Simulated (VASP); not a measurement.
Mg6F: single point with PBE

Slab: Mg6F, a slab with vacuum.

```
Mg F
1.0
     3.20344    0.00000    0.00000
    -1.60172    7.81532    0.00000
     0.00000    0.00000   20.98511
Mg F
6 1
Cartesian
  1.6017 5.4612 4.0000
  1.6017 0.3283 4.6117
  0.0000 3.0107 5.2233
  0.0010 5.7949 6.8894
  0.0029 0.6522 7.4337
  1.6026 3.3224 7.9851
  0.8017 7.2300 8.4851
```

```yaml
Program: VASP 6.6.1
Task: single point
Functional: PBE
Potentials_or_basis: VASP PAW PBE potentials, release 64 (Mg, F)
Cutoff: 520 eV
k_mesh: 9 × 4 × 1
Occupations: gaussian, width 0.1 eV
Spin: no spin polarisation
Dipole_correction: yes
Further_INCAR_settings: ALGO = Normal; EDIFF = 1e-07; NBANDS = 18
```

The largest force is 1.269 eV/Å.

Forces in eV/Å, atoms in the order of the input:
```
Mg   0.008  0.054  0.215
Mg  -0.027  0.002  0.089
Mg   0.005 -0.092 -0.145
Mg   0.308  0.273  0.371
Mg   0.503  0.733 -0.449
Mg  -0.001  0.019 -0.065
F   -0.797 -0.988 -0.015
```

Levels at points of the mesh, in eV from the Fermi level:
| k point | band 7 | band 8 | band 9 | band 10 | band 11 | band 12 | band 13 | band 14 |
| --- | --- | --- | --- | --- | --- | --- | --- | --- |
| (0.00, 0.00, 0.00) | -3.47 | -2.82 | -1.65 | -1.10 | 0.00 | 0.95 | 1.69 | 2.93 |
| (0.00, 0.50, 0.00) | -3.33 | -2.58 | -0.83 | -0.49 | -0.28 | 0.13 | 1.60 | 2.32 |

It took 2.5 min on 1 thread of Intel(R) Xeon(R) 6975P-C (Granite Rapids), with other jobs on the host, peak memory 0.57 GiB.

Caveat: an odd number of electrons without spin polarisation forces a metal; a magnetic or distorted state may lie lower.
